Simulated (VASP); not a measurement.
# Ru (P6_3/mmc) in VASP: a series of runs, part 2 of 2

VASP 6.6.1. The steps go on from the part before.

## 3. Single point, LDA

This run uses another cell than the first one, of 10.47 Å³/atom, 1.111 times its volume.

INCAR reads:

```
ALGO = Normal
EDIFF = 1E-6
ENCUT = 520
ISIF = 2
ISMEAR = -1
LASPH = T
LCHARG = T
LELF = T
LREAL = F
LVHAR = T
LWAVE = F
NBANDS = 21
NELM = 80
PREC = Accurate
SIGMA = 0.05
```

KPOINTS reads:

```
k-points
0
Gamma
  18 18 10
```

POSCAR reads:

```
Ru
1.0
    2.4758442223      0.0000000000      0.0000000000
   -1.2379221111      2.1441439923      0.0000000000
    0.0000000000      0.0000000000      3.9439450912
Ru
2
Direct
    0.3333333333      0.6666666667      0.2500000000
    0.6666666667      0.3333333333      0.7500000000
```

Potentials or basis: VASP PAW LDA potentials, release 64 (Ru_pv).

Run with:

```console
cat potpaw_LDA.64/Ru_pv/POTCAR > POTCAR
mpirun -np 1 vasp_std > vasp.out
```

OUTCAR:

```text
EDIFF = 1E-6
   ENCUT = 520
   ISIF = 2
   ISMEAR = -1
   LASPH = T
   LREAL = F
   NELM = 80
   PREC = Accurate

 ion  position               nearest neighbor table
   1  0.333  0.667  0.250-   2 2.44   2 2.44   2 2.44   2 2.44   2 2.44   2 2.44
   2  0.667  0.333  0.750-   1 2.44   1 2.44   1 2.44   1 2.44   1 2.44   1 2.44

  LATTYP: Found a hexagonal cell.
 ALAT       =     2.4758442223
 C/A-ratio  =     1.5929698063

  Lattice vectors:

 A1 = (   2.4758442223,   0.0000000000,   0.0000000000)
 A2 = (  -1.2379221111,   2.1441439923,   0.0000000000)
 A3 = (   0.0000000000,   0.0000000000,   3.9439450912)

Analysis of symmetry for initial positions (statically):
=====================================================================
 Subroutine PRICEL returns:
 Original cell was already a primitive cell.

 Routine SETGRP: Setting up the symmetry group for a
 hexagonal supercell.

 Subroutine GETGRP returns: Found 24 space group operations
 (whereof 12 operations were pure point group operations)
 out of a pool of 24 trial point group operations.

The static configuration has the point symmetry D_3d.
 The point group associated with its full space group is D_6h.

Analysis of symmetry for dynamics (positions and initial velocities):
=====================================================================
 Subroutine PRICEL returns:
 Original cell was already a primitive cell.

 Routine SETGRP: Setting up the symmetry group for a
 hexagonal supercell.

 Subroutine GETGRP returns: Found 24 space group operations
 (whereof 12 operations were pure point group operations)
 out of a pool of 24 trial point group operations.

The dynamic configuration has the point symmetry D_3d.
[... 104 lines left out ...]
   IBRION =     -1    ionic relax: 0-MD 1-quasi-New 2-CG
   NFREE  =      0    steps in history (QN), initial steepest desc. (CG)
   ISIF   =      2    stress and relaxation
   ISYM   =      2    0-nonsym 1-usesym 2-fastsym
   POTIM  = 0.5000    time-step for ionic-motion
   TEBEG  =    0.0;   TEEND  =   0.0 temperature during run
   PSTRESS=    0.0 pullay stress
   NELECT =      28.0000    total number of electrons
   NUPDOWN=      -1.0000    fix difference up-down
   EMIN   =  10.00;   EMAX   =-10.00  energy-range for DOS
   EFERMI =   0.00;   METHOD = LEGACY
   ISMEAR =    -1;   SIGMA  =   0.05  broadening in eV -4-tet -1-fermi 0-gaus
   EFERMI_NEDOS =   21; number of points for ismear=-14 and -15
   IALGO  =     38    algorithm
   IMIX   =      4    mixing-type and parameters
     AMIX     =   0.40;   BMIX     =  1.00
     AMIX_MAG =   1.60;   BMIX_MAG =  1.00
  volume/ion in A,a.u.               =      10.47        70.64
  Fermi-wavevector in a.u.,A,eV,Ry     =   1.803674  3.408450 44.263034  3.253241
  Thomas-Fermi vector in A             =   2.863736
   LORBIT       =      0    0 simple, 1 ext, 2 COOP (PROOUT), +10 PAW based schemes
   GGA     = CA    functional components
   LHFCALC =     F    Hartree Fock is set to
   AEXX    =    0.0000 exact exchange contribution
   IVDW    =     0    specifies the selected vdW correction
   LEPSILON=     F    determine dielectric tensor
   LRPA    =     F    only Hartree local field effects (RPA)
 non-spin polarized calculation
  energy-cutoff  :      520.00
  volume of cell :       20.94
 maximum number of plane-waves:       578
   NGX =  9   NGY =  9   NGZ = 15

 number of electron      27.9999995 magnetization

 Free energy of the ion-electron system (eV)
  ---------------------------------------------------
  ext. energy  EPLUGINS =         0.00000000
  ---------------------------------------------------
  free energy    TOTEN  =       -19.50458413 eV

  energy without entropy =      -19.49503867  energy(sigma->0) =      -19.49981140

 E-fermi :  18.1137     XC(G=0): -16.0293

 val. band max:       18.1000774514   @ k =   0.1667   0.1111   0.3000
 cond. band min:      18.1288469972   @ k =   0.2222   0.0000   0.4000
 fundamental gap:      0.0287695457
 Fermi energy:        18.1137152808

 k-point     1 :       0.0000    0.0000    0.0000
  band No.  band energies     occupation
      1     -26.7435      2.00000
      2     -24.5811      2.00000
      3     -24.5811      2.00000
      4     -24.2193      2.00000
      5     -24.2193      2.00000
      6     -24.1423      2.00000
[... 565 lines left out ...]
     20      28.1988      0.00000
     21      31.9453      0.00000

 [... further k-points ...]
[... 5 lines left out ...]
  --------------------------------------------------------------------------------------
  -------------------------------------------------------------------------------------
  Total       18.4081835     18.4081835     18.4443490      0.0000000      0.0000000      0.0000000
  in kB     1408.6833872   1408.6833872   1411.4509471      0.0000000      0.0000000      0.0000000
  external PRESSURE =    1409.6059072 kB  Pullay stress =       0.0000000 kB

 VOLUME and BASIS-vectors are now :
 -----------------------------------------------------------------------------
  energy-cutoff  :      520.00
  volume of cell :       20.94
      direct lattice vectors                 reciprocal lattice vectors
     2.475844222  0.000000000  0.000000000     0.403902633  0.233193294  0.000000000
    -1.237922111  2.144143992  0.000000000     0.000000000  0.466386588  0.000000000
     0.000000000  0.000000000  3.943945091     0.000000000  0.000000000  0.253553226

 POSITION                                       TOTAL-FORCE (eV/Angst)
 -----------------------------------------------------------------------------------
     -0.00000      1.42943      0.98599         0.000000      0.000000      0.000000
      1.23792      0.71471      2.95796        -0.000000      0.000000      0.000000
 -----------------------------------------------------------------------------------
    total drift:                                0.000000     -0.000000      0.000000

  FREE ENERGIE OF THE ION-ELECTRON SYSTEM (eV)
  ---------------------------------------------------
  free  energy   TOTEN  =       -19.5045841310 eV

  energy  without entropy=      -19.4950386662  energy(sigma->0) =      -19.49981140
```

OSZICAR:

```text
N       E                     dE             d eps       ncg     rms          rms(c)
DAV:   1     0.290419898452E+03    0.29042E+03   -0.17416E+04  9380   0.155E+03
DAV:   2    -0.144322820693E+02   -0.30485E+03   -0.29489E+03  9514   0.461E+02
DAV:   3    -0.205670970830E+02   -0.61348E+01   -0.61008E+01 11339   0.735E+01
DAV:   4    -0.206063608262E+02   -0.39264E-01   -0.39160E-01 10839   0.594E+00
DAV:   5    -0.206066882208E+02   -0.32739E-03   -0.32617E-03 10288   0.523E-01    0.349E+01
DAV:   6    -0.196748261243E+02    0.93186E+00   -0.15332E+00 10344   0.124E+01    0.145E+01
DAV:   7    -0.195160788846E+02    0.15875E+00   -0.35837E-01 10649   0.552E+00    0.217E+00
DAV:   8    -0.195054052732E+02    0.10674E-01   -0.30099E-02 10304   0.205E+00    0.669E-01
DAV:   9    -0.195045606674E+02    0.84461E-03   -0.58672E-04 10444   0.302E-01    0.269E-02
DAV:  10    -0.195045849257E+02   -0.24258E-04   -0.20520E-05 10484   0.457E-02    0.161E-02
DAV:  11    -0.195045841310E+02    0.79465E-06   -0.28126E-06  9855   0.174E-02
   1 F= -.19504584E+02 E0= -.19499811E+02  d E =-.954546E-02
```

stdout:

```text
POSCAR found type information on POSCAR Ru
 POSCAR found :  1 types and       2 ions
 scaLAPACK will be used
 LDA part: xc-table for (Slater(with rela. corr.)+CA(PZ))
 , standard interpolation
 POSCAR, INCAR and KPOINTS ok, starting setup
 FFT: planning ... GRIDC
 FFT: planning ... GRID_SOFT
 FFT: planning ... GRID
 WAVECAR not read
 entering main loop
```

Run time: 1.9 min. Hardware: 1 thread of AMD EPYC 7R13, shared host; peak memory 0.15 GiB.

What came out:

| Quantity | Value |
| --- | --- |
| Free energy | -19.5046 eV |
| Pressure | 141.0 GPa |
| Band gap on the k mesh | zero (band 14 reaches 20.39 eV, above the bottom of band 15 at 15.67 eV) |
